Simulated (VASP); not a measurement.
# Be3SeO2 (P4/mmm) in VASP: further runs, part 2 of 2

VASP 6.6.1.

### 4 Relaxation of cell and atoms, PBE

This run uses another cell than the first one, of 10.84 Å³/atom.

INCAR

```
SYSTEM = Be3SeO2
ALGO = Normal
EDIFF = 1E-7
EDIFFG = -0.04
ENCUT = 600
GGA = PE
IBRION = 2
ISIF = 3
ISMEAR = 0
LASPH = .True.
LCHARG = .False.
LREAL = .False.
LWAVE = .False.
NELM = 100
NSW = 90
PREC = Accurate
SIGMA = 0.1
```

KPOINTS

```
k-points
0
Gamma
  6 6 2
  0 0 0
```

POSCAR

```
Be3SeO2
1.0
    2.7798543100      0.0000000000      0.0000000000
    0.0000000000      2.7798543100      0.0000000000
    0.0000000000      0.0000000000      8.4163850600
Be Se O
3 1 2
Direct
    0.0000000000      0.0000000000      0.8390681100
    0.0000000000      0.0000000000      0.1609318900
    0.0000000000      0.0000000000      0.5000000000
    0.5000000000      0.5000000000      0.0000000000
    0.5000000000      0.5000000000      0.3248246900
    0.5000000000      0.5000000000      0.6751753100
```

Potentials or basis: VASP PAW PBE potentials, release 64 (Be, Se, O).

Launch:

```
$ cat potpaw_PBE.64/Be/POTCAR potpaw_PBE.64/Se/POTCAR potpaw_PBE.64/O/POTCAR > POTCAR
$ mpirun -np 1 vasp_std > vasp.out
```

OUTCAR:

```text
SYSTEM = Be3SeO2
   EDIFF = 1E-7
   EDIFFG = -0.04
   ENCUT = 600
   GGA = PE
   IBRION = 2
   ISIF = 3
   ISMEAR = 0
   LASPH = .True.
   LREAL = .False.
   NELM = 100
   NSW = 90
   PREC = Accurate

 ion  position               nearest neighbor table
   1  0.000  0.000  0.839-   4 2.39   4 2.39   4 2.39   4 2.39
   2  0.000  0.000  0.161-   4 2.39   4 2.39   4 2.39   4 2.39
   3  0.000  0.000  0.500-
   4  0.500  0.500  0.000-   1 2.39   2 2.39   1 2.39   2 2.39   1 2.39   2 2.39   1 2.39   2 2.39

   5  0.500  0.500  0.325-
   6  0.500  0.500  0.675-

  LATTYP: Found a simple tetragonal cell.
 ALAT       =     2.7798543100
 C/A-ratio  =     3.0276353080

  Lattice vectors:

 A1 = (   2.7798543100,   0.0000000000,   0.0000000000)
 A2 = (   0.0000000000,   2.7798543100,   0.0000000000)
 A3 = (   0.0000000000,   0.0000000000,   8.4163850600)

Analysis of symmetry for initial positions (statically):
=====================================================================
 Subroutine PRICEL returns:
 Original cell was already a primitive cell.

 Routine SETGRP: Setting up the symmetry group for a
 simple tetragonal supercell.

 Subroutine GETGRP returns: Found 16 space group operations
 (whereof 16 operations were pure point group operations)
 out of a pool of 16 trial point group operations.

The static configuration has the point symmetry D_4h.

Analysis of symmetry for dynamics (positions and initial velocities):
=====================================================================
 Subroutine PRICEL returns:
 Original cell was already a primitive cell.

 Routine SETGRP: Setting up the symmetry group for a
 simple tetragonal supercell.

 Subroutine GETGRP returns: Found 16 space group operations
 (whereof 16 operations were pure point group operations)
 out of a pool of 16 trial point group operations.

The dynamic configuration has the point symmetry D_4h.

 Subroutine INISYM returns: Found 16 space group operations
 (whereof 16 operations are pure point group operations),
 and found     1 'primitive' translations
[... 137 lines left out ...]

--------------------------------------- Ionic step        1  -------------------------------------------

 number of electron      23.9999998 magnetization

 Free energy of the ion-electron system (eV)
  ---------------------------------------------------
  ext. energy  EPLUGINS =         0.00000000
  ---------------------------------------------------
  free energy    TOTEN  =       -23.67457274 eV

  energy without entropy =      -23.66812831  energy(sigma->0) =      -23.67135052

------------------------ aborting loop because EDIFF is reached ----------------------------------------

  FORCE on cell =-STRESS in cart. coord.  units (eV):
  Direction    XX          YY          ZZ          XY          YZ          ZX
  --------------------------------------------------------------------------------------
  -------------------------------------------------------------------------------------
  Total       -1.9736796     -1.9736796     -6.3137705      0.0000000      0.0000000      0.0000000
  in kB      -48.6202918    -48.6202918   -155.5355624      0.0000000      0.0000000      0.0000000
  external PRESSURE =     -84.2587153 kB  Pullay stress =       0.0000000 kB
[... 101 lines left out ...]
  FREE ENERGIE OF THE ION-ELECTRON SYSTEM (eV)
  ---------------------------------------------------
  free  energy   TOTEN  =       -24.7335651014 eV

  energy  without entropy=      -24.7234355349  energy(sigma->0) =      -24.72850032

 E-fermi :  10.5085     XC(G=0): -11.8429

 val. band max:       10.5047713582   @ k =   0.3333   0.1667   0.5000
 cond. band min:      10.5276231011   @ k =   0.5000   0.3333   0.0000
 fundamental gap:      0.0228517429
 Fermi energy:        10.5084557961

 k-point     1 :       0.0000    0.0000    0.0000
  band No.  band energies     occupation
      1     -13.5480      2.00000
      2     -12.2512      2.00000
      3      -8.9229      2.00000
      4      -0.0784      2.00000
      5       0.0876      2.00000
      6       4.5226      2.00000
[... 357 lines left out ...]
      3      -0.3256      2.00000
      4      -0.3256      2.00000
      5      -0.1120      2.00000
      6       1.0777      2.00000
[... 8 lines left out ...]
     15       9.6327      2.00000
     16      10.4800      1.31305

[... ionic steps 4 to 12 ...]

--------------------------------------- Ionic step       13  -------------------------------------------

 number of electron      24.0000005 magnetization

------------------------ aborting loop because EDIFF is reached ----------------------------------------
[... 75 lines left out ...]
--------------------------------------- Ionic step       15  -------------------------------------------

 number of electron      24.0000002 magnetization

 Free energy of the ion-electron system (eV)
  ---------------------------------------------------
  ext. energy  EPLUGINS =         0.00000000
  ---------------------------------------------------
  free energy    TOTEN  =       -26.10253322 eV

  energy without entropy =      -26.09726756  energy(sigma->0) =      -26.09990039

 E-fermi :   8.2935     XC(G=0): -11.1444

 val. band max:        8.2884302355   @ k =   0.5000   0.3333   0.0000
 cond. band min:       8.4000736576   @ k =   0.3333   0.0000   0.5000
 fundamental gap:      0.1116434221
 Fermi energy:         8.2934644504

 k-point     1 :       0.0000    0.0000    0.0000
  band No.  band energies     occupation
      1     -13.6118      2.00000
      2     -12.9676      2.00000
      3      -9.5494      2.00000
      4      -1.1233      2.00000
      5      -0.6414      2.00000
      6       3.6241      2.00000
[... 402 lines left out ...]
  FREE ENERGIE OF THE ION-ELECTRON SYSTEM (eV)
  ---------------------------------------------------
  free  energy   TOTEN  =       -26.1025332216 eV

  energy  without entropy=      -26.0972675622  energy(sigma->0) =      -26.09990039

 reached required accuracy - stopping structural energy minimisation
```

CONTCAR:

```text
Be3SeO2
   1.00000000000000
     2.5959922312073465    0.0000000000000000    0.0000000000000000
     0.0000000000000000    2.5959922312073465    0.0000000000000000
     0.0000000000000000    0.0000000000000000    8.3560209667329417
  Be              Se              O
     3     1     2
Direct
     0.0000000000000000    0.0000000000000000    0.7689575490926599
     0.0000000000000000    1.0000000000000000    0.2310424509073399
     1.0000000000000000    0.0000000000000000    0.5000000000000000
     0.5000000000000000    0.5000000000000000    0.0000000000000000
     0.5000000000000000    0.5000000000000000    0.3481435798617521
     0.5000000000000000    0.5000000000000000    0.6518564201382481

  0.00000000E+00  0.00000000E+00  0.00000000E+00
  0.00000000E+00  0.00000000E+00  0.00000000E+00
  0.00000000E+00  0.00000000E+00  0.00000000E+00
  0.00000000E+00  0.00000000E+00  0.00000000E+00
  0.00000000E+00  0.00000000E+00  0.00000000E+00
  0.00000000E+00  0.00000000E+00  0.00000000E+00
```

Wall time 7.4 min (1 thread of Intel Xeon 8259CL, shared host); peak memory 0.22 GiB.

Results:

| Item | Value |
| --- | --- |
| Free energy | -26.1025 eV |
| Relaxed volume | 9.39 Å³/atom |
| Relaxed cell | a = 2.596 Å, b = 2.596 Å, c = 8.356 Å, α = 90.00°, β = 90.00°, γ = 90.00° |
| Space group after relaxing (to 0.1 Å) | P4/mmm (No. 123) |
| Energy gained by relaxing | 404.7 meV/atom |
| Ionic steps | 15 |
| Pressure after relaxing | 0.2 GPa |
| Largest force after relaxing | 0.011 eV/Å |
| Band gap on the k mesh | zero (bands 12 and 13 overlap by 1.19 eV) |

Forces on the atoms (eV/Å):
```
Be   0.000  0.000 -0.011
Be   0.000  0.000  0.011
Be   0.000  0.000  0.000
Se   0.000  0.000  0.000
O    0.000  0.000 -0.004
O    0.000  0.000  0.004
```

Step by step:
```tsv
step	energy change (eV)	largest force (eV/Å)	pressure (GPa)	volume (Å³)
1	0.0000	2.6316	-8.43	65.04
2	-0.8564	2.0078	-3.35	59.79
3	-1.0590	1.3671	5.55	55.13
4	-1.5121	0.9414	8.17	53.65
5	-1.8835	0.5878	10.88	51.78
6	-1.4161	2.0471	29.95	48.06
7	-1.9586	0.5680	15.10	50.68
8	-2.3429	0.2724	7.47	53.36
9	-2.3979	0.2435	1.69	55.60
10	-2.4032	0.2089	2.87	55.10
11	-2.4032	0.2033	3.09	55.02
12	-2.4230	0.1119	0.91	55.90
13	-2.4261	0.1091	-0.31	56.44
14	-2.4273	0.0684	-0.11	56.39
15	-2.4280	0.0106	0.19	56.31
```

Final structure:
```cif
data_structure
_symmetry_space_group_name_H-M 'P 1'
_symmetry_Int_Tables_number 1
_cell_length_a 2.5960
_cell_length_b 2.5960
_cell_length_c 8.3560
_cell_angle_alpha 90.000
_cell_angle_beta 90.000
_cell_angle_gamma 90.000
_cell_volume 56.31
loop_
_atom_site_label
_atom_site_type_symbol
_atom_site_fract_x
_atom_site_fract_y
_atom_site_fract_z
_atom_site_occupancy
Be1 Be 0.00000 0.00000 0.76896 1
Be2 Be 0.00000 0.00000 0.23104 1
Be3 Be 0.00000 0.00000 0.50000 1
Se1 Se 0.50000 0.50000 0.00000 1
O1 O 0.50000 0.50000 0.34814 1
O2 O 0.50000 0.50000 0.65186 1
```

Caveat: the k points lie up to 0.40 Å⁻¹ apart in the final cell, too coarse for converged energies and pressures of a metal.

### 5 Single point, PBE

This run uses another cell than the first one, of 16.63 Å³/atom.

INCAR

```
ALGO     = Normal         # electronic algorithm
EDIFF    = 1E-7           # SCF threshold, eV
ENCUT    = 520            # plane-wave cutoff, eV
GGA      = PE             # functional
ISIF     = 2              # what is computed and relaxed
ISMEAR   = 0              # smearing method
LASPH    = True           # aspherical terms in the spheres
LCHARG   = False          # write CHGCAR
LREAL    = False          # projectors in reciprocal space
LWAVE    = False          # write WAVECAR
NBANDS   = 21             # bands
NELM     = 100            # most SCF steps
PREC     = Accurate       # precision mode
SIGMA    = 0.1            # smearing width, eV
```

KPOINTS

```
k-points
0
Gamma
  16 16 4
```

POSCAR

```
Be3SeO2
1.0
    2.4114932783      0.0000000000      0.0000000000
    0.0000000000      2.4114932783      0.0000000000
    0.0000000000      0.0000000000     17.1565485021
Be Se O
3 1 2
Direct
    0.0000000000      0.0000000000      0.7378413956
    0.0000000000      0.0000000000      0.2621586044
    0.0000000000      0.0000000000      0.5000000000
    0.5000000000      0.5000000000      0.0000000000
    0.5000000000      0.5000000000      0.2623719704
    0.5000000000      0.5000000000      0.7376280296
```

Potentials or basis: VASP PAW PBE potentials, release 64 (Be, Se, O).

Launch:

```
$ cat potpaw_PBE.64/Be/POTCAR potpaw_PBE.64/Se/POTCAR potpaw_PBE.64/O/POTCAR > POTCAR
$ mpirun -np 1 vasp_std > vasp.out
```

OUTCAR:

```text
EDIFF = 1E-7
   ENCUT = 520
   GGA = PE
   ISIF = 2
   ISMEAR = 0
   LASPH = True
   LREAL = False
   NELM = 100
   PREC = Accurate

 ion  position               nearest neighbor table
   1  0.000  0.000  0.738-   6 1.71   6 1.71   6 1.71   6 1.71
   2  0.000  0.000  0.262-   5 1.71   5 1.71   5 1.71   5 1.71
   3  0.000  0.000  0.500-
   4  0.500  0.500  0.000-
   5  0.500  0.500  0.262-   2 1.71   2 1.71   2 1.71   2 1.71
   6  0.500  0.500  0.738-   1 1.71   1 1.71   1 1.71   1 1.71

  LATTYP: Found a simple tetragonal cell.
 ALAT       =     2.4114932783
 C/A-ratio  =     7.1144915296

  Lattice vectors:

 A1 = (   2.4114932783,   0.0000000000,   0.0000000000)
 A2 = (   0.0000000000,   2.4114932783,   0.0000000000)
 A3 = (   0.0000000000,   0.0000000000,  17.1565485021)

Analysis of symmetry for initial positions (statically):
=====================================================================
[... 178 lines left out ...]

  energy without entropy =      -31.03396678  energy(sigma->0) =      -31.03559368

 E-fermi :   1.5339     XC(G=0):  -7.8296

 val. band max:        1.5283265952   @ k =   0.1250   0.1250   0.0000
 cond. band min:       1.5763154245   @ k =   0.4375   0.3125   0.0000
 fundamental gap:      0.0479888294
 Fermi energy:         1.5338939093

 k-point     1 :       0.0000    0.0000    0.0000
  band No.  band energies     occupation
      1     -18.0463      2.00000
      2     -18.0462      2.00000
      3     -16.2460      2.00000
      4      -4.3139      2.00000
      5      -4.1293      2.00000
      6      -3.4691      2.00000
[... 565 lines left out ...]
     20      10.5137      0.00000
     21      10.7177      0.00000

 [... further k-points ...]

------------------------ aborting loop because EDIFF is reached ----------------------------------------

  FORCE on cell =-STRESS in cart. coord.  units (eV):
  Direction    XX          YY          ZZ          XY          YZ          ZX
  --------------------------------------------------------------------------------------
  -------------------------------------------------------------------------------------
  Total        0.1954643      0.1954643     -0.0313155      0.0000000      0.0000000      0.0000000
  in kB        3.1388889      3.1388889     -0.5028837      0.0000000      0.0000000      0.0000000
  external PRESSURE =       1.9249647 kB  Pullay stress =       0.0000000 kB

 VOLUME and BASIS-vectors are now :
 -----------------------------------------------------------------------------
  energy-cutoff  :      520.00
  volume of cell :       99.77
      direct lattice vectors                 reciprocal lattice vectors
     2.411493278  0.000000000  0.000000000     0.414680816  0.000000000  0.000000000
     0.000000000  2.411493278  0.000000000     0.000000000  0.414680816  0.000000000
     0.000000000  0.000000000 17.156548502     0.000000000  0.000000000  0.058286782

 POSITION                                       TOTAL-FORCE (eV/Angst)
 -----------------------------------------------------------------------------------
      0.00000      0.00000     12.65881        -0.000000      0.000000     -0.000627
      0.00000      0.00000      4.49774         0.000000      0.000000      0.000627
      0.00000      0.00000      8.57827         0.000000      0.000000     -0.000000
      1.20575      1.20575      0.00000         0.000000      0.000000     -0.000000
      1.20575      1.20575      4.50140         0.000000     -0.000000      0.000355
      1.20575      1.20575     12.65515         0.000000     -0.000000     -0.000355
 -----------------------------------------------------------------------------------
    total drift:                                0.000000      0.000000      0.000000

  FREE ENERGIE OF THE ION-ELECTRON SYSTEM (eV)
  ---------------------------------------------------
  free  energy   TOTEN  =       -31.0372205779 eV

  energy  without entropy=      -31.0339667843  energy(sigma->0) =      -31.03559368
```

OSZICAR:

```text
N       E                     dE             d eps       ncg     rms          rms(c)
DAV:   1     0.126510160481E+03    0.12651E+03   -0.10643E+04  5670   0.966E+02
[... 11 lines left out ...]
DAV:  13    -0.310379771633E+02   -0.54309E-03   -0.12723E-03  6970   0.191E-01    0.703E-02
DAV:  14    -0.310374327185E+02    0.54444E-03   -0.21280E-04  6696   0.816E-02    0.508E-02
DAV:  15    -0.310372423198E+02    0.19040E-03   -0.38024E-04  6816   0.998E-02    0.212E-02
DAV:  16    -0.310372225181E+02    0.19802E-04   -0.39236E-05  7035   0.298E-02    0.132E-02
DAV:  17    -0.310372217307E+02    0.78740E-06   -0.29598E-06  7049   0.878E-03    0.760E-03
DAV:  18    -0.310372205664E+02    0.11643E-05   -0.26796E-06  7506   0.950E-03    0.160E-03
DAV:  19    -0.310372205779E+02   -0.11520E-07   -0.79318E-07  5945   0.332E-03
   1 F= -.31037221E+02 E0= -.31035594E+02  d E =-.325379E-02
```

stdout:

```text
POSCAR found type information on POSCAR BeSeO
 POSCAR found :  3 types and       6 ions
 scaLAPACK will be used
 LDA part: xc-table for (Slater+PW92), standard interpolation
 POSCAR, INCAR and KPOINTS ok, starting setup
 FFT: planning ... GRIDC
 FFT: planning ... GRID_SOFT
 FFT: planning ... GRID
 WAVECAR not read
 entering main loop
```

It took 7.8 min on 1 thread of Intel Xeon 8259CL, shared host; peak memory 0.39 GiB.

Results:

- Free energy: -31.0372 eV
- Pressure: 0.2 GPa
- Band gap on the k mesh: zero (bands 12 and 13 overlap by 3.18 eV)

Levels at points of the mesh, in eV from the Fermi level:
```csv
k point,band 9,band 10,band 11,band 12,band 13,band 14,band 15,band 16
"(0.00, 0.00, 0.00)",-2.22,-2.22,-2.22,-0.77,2.59,4.02,4.45,5.50
"(0.50, 0.00, 0.00)",-1.71,-1.66,-0.82,-0.82,0.51,3.57,4.49,4.80
"(0.50, 0.50, 0.00)",-5.50,-1.28,-1.28,1.84,2.27,2.27,3.00,7.51
"(0.00, 0.00, 0.50)",-2.22,-2.22,-2.22,-0.78,2.81,3.35,5.48,5.50
"(0.50, 0.00, 0.50)",-1.72,-1.66,-0.82,-0.82,0.51,3.59,4.32,5.23
"(0.50, 0.50, 0.50)",-5.50,-1.28,-1.28,1.84,2.27,2.27,3.00,7.51
```

Caveat: this functional lacks dispersion, which binds the layers, so the pressure and a relaxed spacing across them are unreliable.

### 6 Single point, PBE

This run uses another cell than the first one, of 16.62 Å³/atom.

INCAR

```
SYSTEM = Be3SeO2
ALGO     = Normal         ! electronic algorithm
EDIFF    = 1E-7           ! SCF threshold, eV
ENCUT    = 520            ! plane-wave cutoff, eV
GGA      = PE             ! functional
ISIF     = 2              ! what is computed and relaxed
ISMEAR   = 0              ! smearing method
LASPH    = .TRUE.         ! aspherical terms in the spheres
LCHARG   = .FALSE.        ! write CHGCAR
LREAL    = .FALSE.        ! projectors in reciprocal space
LWAVE    = .FALSE.        ! write WAVECAR
NBANDS   = 21             ! bands
NELM     = 100            ! most SCF steps
PREC     = Accurate       ! precision mode
SIGMA    = 0.1            ! smearing width, eV
```

KPOINTS

```
k-points
0
G
  14 14 6
  0 0 0
```

POSCAR

```
Be3SeO2
1.0
    2.4111591032      0.0000000000      0.0000000000
    0.0000000000      2.4111591032      0.0000000000
    0.0000000000      0.0000000000     17.1480075590
Be Se O
3 1 2
Direct
    0.0000000000      0.0000000000      0.7380227997
    0.0000000000      0.0000000000      0.2619772003
    0.0000000000      0.0000000000      0.5000000000
    0.5000000000      0.5000000000      0.0000000000
    0.5000000000      0.5000000000      0.2621981520
    0.5000000000      0.5000000000      0.7378018480
```

Potentials or basis: VASP PAW PBE potentials, release 64 (Be, Se, O).

Launch:

```
$ cat potpaw_PBE.64/Be/POTCAR potpaw_PBE.64/Se/POTCAR potpaw_PBE.64/O/POTCAR > POTCAR
$ mpirun -np 1 vasp_std > vasp.out
```

Wall time 7.2 min (1 thread of Intel Xeon 8259CL, shared host); peak memory 0.4 GiB.

It converged, with:

```
Free energy            : -31.0675 eV
Pressure               : 0.2 GPa
Band gap on the k mesh : zero (bands 12 and 13 overlap by 3.19 eV)
```

Stress tensor (GPa, compression positive):
```
 0.28  0.00  0.00
 0.00  0.28  0.00
 0.00  0.00 -0.04
```

Levels at points of the mesh, in eV from the Fermi level:
```tsv
k point	band 10	band 11	band 12	band 13	band 14	band 15
(0.00, 0.00, 0.00)	-2.21	-2.21	-0.87	2.59	4.03	4.42
(0.50, 0.00, 0.00)	-1.73	-0.80	-0.80	0.38	3.49	4.46
(0.50, 0.50, 0.00)	-1.26	-1.26	1.83	2.12	2.12	2.92
(0.00, 0.00, 0.50)	-2.21	-2.21	-0.88	2.82	3.35	5.44
(0.50, 0.00, 0.50)	-1.72	-0.80	-0.80	0.38	3.51	4.31
(0.50, 0.50, 0.50)	-1.26	-1.26	1.83	2.12	2.12	2.92
```

Caveat: this functional lacks dispersion, which binds the layers, so the pressure and a relaxed spacing across them are unreliable.

### 7 The runs side by side

```tsv
task	cell	k mesh	cutoff (eV)	gap on the mesh (eV)	pressure (GPa)	largest force (eV/Å)
single point	a = 2.600, b = 2.600, c = 8.372 Å, 6 atoms, atomic positions A	6 × 6 × 2	520	none	-0.2	-
single point	a = 2.780, b = 2.780, c = 8.416 Å, 6 atoms, atomic positions B	6 × 6 × 2	520	none	-8.3	2.63
relaxation of cell and atoms	relaxed from a = 2.780, b = 2.780, c = 8.416 Å, 6 atoms, atomic positions B	6 × 6 × 2	600	none	0.2	0.01
single point	a = 2.411, b = 2.411, c = 17.157 Å, 6 atoms, atomic positions C	16 × 16 × 4	520	none	0.2	-
single point	a = 2.411, b = 2.411, c = 17.148 Å, 6 atoms, atomic positions C	14 × 14 × 6	520	none	0.2	-
```

Alike in all rows: level PBE; potentials or basis VASP PAW PBE potentials, release 64 (Be, Se, O); no spin polarisation; smearing gaussian 0.1 eV.

Caveats: some runs use coarse meshes; this functional lacks dispersion, which binds the layers, so the pressure and a relaxed spacing across them are unreliable (at least some runs); forces of over 1 eV/Å act on the atoms, so gaps and moduli don't describe the material at rest (at least some runs).

Absolute energies hang on the potentials; compare differences alone.
